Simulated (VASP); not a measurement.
# Sb (Fd-3m) in VASP: a series of runs

Runs on Sb. Level: LDA. Tasks: single point.

Everything below comes from runs of VASP 6.6.1. Logs are shortened: lines on timing, memory, paths and dates and some standing lists are left out, and cuts for length are marked.

### Step 1. The cell of the first run

The structure is cubic, space group Fd-3m (No. 227). Conventional cell: a = 5.746 Å, b = 5.746 Å, c = 5.746 Å, α = 90.00°, β = 90.00°, γ = 90.00°. Sb (site symmetry -43m) has 4 Sb at 2.49 Å within 3.3 Å.

### Step 2. Single point, LDA (volume scaled by 0.6)

File INCAR:

```
SYSTEM = Sb
PREC = Accurate ; ENCUT = 520
EDIFF = 1E-6 ; ISMEAR = -1
SIGMA = 0.1 ; LREAL = .FALSE.
LASPH = .TRUE. ; NELM = 100
ALGO = Normal ; ISIF = 2
LWAVE = .FALSE. ; LCHARG = .FALSE.
GGA = CA ; NBANDS = 12
```

File KPOINTS:

```
regular mesh
0
G
  10 10 10
  0 0 0
```

File POSCAR:

```
Sb
1.0
    0.0000000000      2.8731059372      2.8731059372
    2.8731059372      0.0000000000      2.8731059372
    2.8731059372      2.8731059372      0.0000000000
Sb
2
Direct
   -0.1250000000     -0.1250000000     -0.1250000000
    0.1250000000      0.1250000000      0.1250000000
```

Potentials or basis: VASP PAW LDA potentials, release 64 (Sb).

On the command line:

```sh
> cat potpaw_LDA.64/Sb/POTCAR > POTCAR
> mpirun -np 1 vasp_std > vasp.out
```

OUTCAR:

```text
SYSTEM = Sb
   PREC = Accurate
   ENCUT = 520
   EDIFF = 1E-6
   ISMEAR = -1
   LREAL = .FALSE.
   LASPH = .TRUE.
   NELM = 100
   ISIF = 2
   GGA = CA

 ion  position               nearest neighbor table
   1  0.875  0.875  0.875-   2 2.49   2 2.49   2 2.49   2 2.49
   2  0.125  0.125  0.125-   1 2.49   1 2.49   1 2.49   1 2.49

  LATTYP: Found a face centered cubic cell.
 ALAT       =     5.7462118744

  Lattice vectors:

 A1 = (   0.0000000000,   2.8731059372,   2.8731059372)
 A2 = (   2.8731059372,   0.0000000000,   2.8731059372)
 A3 = (   2.8731059372,   2.8731059372,   0.0000000000)

Analysis of symmetry for initial positions (statically):
=====================================================================
 Subroutine PRICEL returns:
 Original cell was already a primitive cell.

 Routine SETGRP: Setting up the symmetry group for a
 face centered cubic supercell.

 Subroutine GETGRP returns: Found 48 space group operations
 (whereof 12 operations were pure point group operations)
 out of a pool of 48 trial point group operations.

The static configuration has the point symmetry D_3d.
 The point group associated with its full space group is O_h .

Analysis of symmetry for dynamics (positions and initial velocities):
=====================================================================
 Subroutine PRICEL returns:
 Original cell was already a primitive cell.

 Routine SETGRP: Setting up the symmetry group for a
 face centered cubic supercell.

 Subroutine GETGRP returns: Found 48 space group operations
 (whereof 12 operations were pure point group operations)
 out of a pool of 48 trial point group operations.

The dynamic configuration has the point symmetry D_3d.
 The point group associated with its full space group is O_h .

 Subroutine INISYM returns: Found 48 space group operations
 (whereof 12 operations are pure point group operations),
 and found     1 'primitive' translations

----------------------------------------------------------------------------------------

                                     Primitive cell

  volume of cell :      47.4335

  direct lattice vectors                    reciprocal lattice vectors
     0.000000000  2.873105937  2.873105937    -0.174027694  0.174027694  0.174027694
     2.873105937  0.000000000  2.873105937     0.174027694 -0.174027694  0.174027694
     2.873105937  2.873105937  0.000000000     0.174027694  0.174027694 -0.174027694

  length of vectors
[... 89 lines left out ...]
   ISYM   =      2    0-nonsym 1-usesym 2-fastsym
   POTIM  = 0.5000    time-step for ionic-motion
   TEBEG  =    0.0;   TEEND  =   0.0 temperature during run
   PSTRESS=    0.0 pullay stress
   NELECT =      10.0000    total number of electrons
   NUPDOWN=      -1.0000    fix difference up-down
   EMIN   =  10.00;   EMAX   =-10.00  energy-range for DOS
   EFERMI =   0.00;   METHOD = LEGACY
   ISMEAR =    -1;   SIGMA  =   0.10  broadening in eV -4-tet -1-fermi 0-gaus
   EFERMI_NEDOS =   21; number of points for ismear=-14 and -15
   IALGO  =     38    algorithm
   IMIX   =      4    mixing-type and parameters
     AMIX     =   0.40;   BMIX     =  1.00
     AMIX_MAG =   1.60;   BMIX_MAG =  1.00
  volume/ion in A,a.u.               =      23.72       160.05
  Fermi-wavevector in a.u.,A,eV,Ry     =   0.974346  1.841247 12.916692  0.949350
  Thomas-Fermi vector in A             =   2.104798
   LORBIT       =      0    0 simple, 1 ext, 2 COOP (PROOUT), +10 PAW based schemes
   GGA     = CA    functional components
   LHFCALC =     F    Hartree Fock is set to
   AEXX    =    0.0000 exact exchange contribution
   IVDW    =     0    specifies the selected vdW correction
   LEPSILON=     F    determine dielectric tensor
   LRPA    =     F    only Hartree local field effects (RPA)
 non-spin polarized calculation
  energy-cutoff  :      520.00
  volume of cell :       47.43
 maximum number of plane-waves:      1298
   NGX = 15   NGY = 15   NGZ = 15

 number of electron      10.0000001 magnetization

 Free energy of the ion-electron system (eV)
  ---------------------------------------------------
  ext. energy  EPLUGINS =         0.00000000
  ---------------------------------------------------
  free energy    TOTEN  =        -5.28039489 eV

  energy without entropy =       -5.24923326  energy(sigma->0) =       -5.26481408

 E-fermi :  10.8934     XC(G=0): -10.5972

 val. band max:       10.8915022527   @ k =  -0.3000   0.3000   0.1000
 cond. band min:      11.1072771239   @ k =   0.3000   0.2000   0.1000
 fundamental gap:      0.2157748713
 Fermi energy:        10.8934428417

 k-point     1 :       0.0000    0.0000    0.0000
  band No.  band energies     occupation
      1      -5.3232      2.00000
      2       8.1286      2.00000
      3       8.1286      2.00000
      4       8.1286      2.00000
      5       9.0433      2.00000
      6      10.7775      1.52260
      7      10.7775      1.52260
      8      10.7775      1.52260
      9      14.4959      0.00000
     10      17.4489      0.00000
     11      17.4489      0.00000
     12      18.0801      0.00000
[... 331 lines left out ...]
 k-point    24 :       0.4000    0.3000    0.0000
  band No.  band energies     occupation
      1      -3.1858      2.00000
      2       1.3255      2.00000
      3       4.8511      2.00000
      4       5.2114      2.00000
      5       9.4146      2.00000
      6      10.6454      1.84557
      7      15.1799      0.00000
      8      15.6118      0.00000
      9      18.4730      0.00000
     10      19.0931      0.00000
     11      19.7287      0.00000
     12      21.0910      0.00000

 [... further k-points ...]

------------------------ aborting loop because EDIFF is reached ----------------------------------------

  FORCE on cell =-STRESS in cart. coord.  units (eV):
  Direction    XX          YY          ZZ          XY          YZ          ZX
  --------------------------------------------------------------------------------------
  -------------------------------------------------------------------------------------
  Total       16.4363966     16.4363966     16.4363966      0.0000000      0.0000000      0.0000000
  in kB      555.1780403    555.1780403    555.1780403      0.0000000      0.0000000      0.0000000
  external PRESSURE =     555.1780403 kB  Pullay stress =       0.0000000 kB

 VOLUME and BASIS-vectors are now :
 -----------------------------------------------------------------------------
  energy-cutoff  :      520.00
  volume of cell :       47.43
      direct lattice vectors                 reciprocal lattice vectors
     0.000000000  2.873105937  2.873105937    -0.174027694  0.174027694  0.174027694
     2.873105937  0.000000000  2.873105937     0.174027694 -0.174027694  0.174027694
     2.873105937  2.873105937  0.000000000     0.174027694  0.174027694 -0.174027694

 POSITION                                       TOTAL-FORCE (eV/Angst)
 -----------------------------------------------------------------------------------
      5.02794      5.02794      5.02794         0.000000      0.000000      0.000000
      0.71828      0.71828      0.71828        -0.000000     -0.000000     -0.000000
 -----------------------------------------------------------------------------------
    total drift:                               -0.000000      0.000000      0.000000

  FREE ENERGIE OF THE ION-ELECTRON SYSTEM (eV)
  ---------------------------------------------------
  free  energy   TOTEN  =        -5.2803948932 eV

  energy  without entropy=       -5.2492332589  energy(sigma->0) =       -5.26481408
```

OSZICAR:

```text
N       E                     dE             d eps       ncg     rms          rms(c)
DAV:   1     0.383654522462E+02    0.38365E+02   -0.33394E+03  1128   0.652E+02
DAV:   2    -0.358691874586E+01   -0.41952E+02   -0.40755E+02  1460   0.118E+02
DAV:   3    -0.543442902989E+01   -0.18475E+01   -0.18218E+01  1396   0.255E+01
DAV:   4    -0.545151478339E+01   -0.17086E-01   -0.17080E-01  1304   0.303E+00
DAV:   5    -0.545172207252E+01   -0.20729E-03   -0.20729E-03  1416   0.358E-01    0.643E+00
DAV:   6    -0.532854551131E+01    0.12318E+00   -0.60609E-02  1208   0.122E+00    0.400E+00
DAV:   7    -0.528169523330E+01    0.46850E-01   -0.89094E-02  1252   0.150E+00    0.433E-01
DAV:   8    -0.528039526791E+01    0.13000E-02   -0.84790E-03  1208   0.513E-01    0.574E-02
DAV:   9    -0.528039424313E+01    0.10248E-05   -0.13567E-04  1412   0.875E-02    0.104E-02
DAV:  10    -0.528039489322E+01   -0.65009E-06   -0.61918E-06  1324   0.149E-02
   1 F= -.52803949E+01 E0= -.52648141E+01  d E =-.311616E-01
```

stdout:

```text
POSCAR found type information on POSCAR Sb
 POSCAR found :  1 types and       2 ions
 scaLAPACK will be used
 LDA part: xc-table for (Slater(with rela. corr.)+CA(PZ))
 , standard interpolation
 POSCAR, INCAR and KPOINTS ok, starting setup
 FFT: planning ... GRIDC
 FFT: planning ... GRID_SOFT
 FFT: planning ... GRID
 WAVECAR not read
 entering main loop
```

It took 33 s on 1 thread of AMD EPYC 7R13, shared host; peak memory 0.13 GiB.

Results:

* Free energy: -5.2804 eV
* Pressure: 55.5 GPa
* Band gap on the k mesh: zero (band 5 reaches 12.04 eV, above the bottom of band 6 at 9.24 eV)

Levels at points of the mesh, in eV from the Fermi level:
```tsv
k point	band 3	band 4	band 5	band 6	band 7	band 8
(0.00, 0.00, 0.00)	-2.76	-2.76	-1.85	-0.12	-0.12	-0.12
(0.50, 0.00, 0.00)	-4.39	-4.39	-2.04	1.23	1.23	3.98
(0.50, 0.50, 0.00)	-6.17	-6.17	-1.66	-1.66	7.21	7.21
```

Caveat: spin-orbit coupling is left out, which moves the levels of the heavy elements.

[end of part 1 of 2]
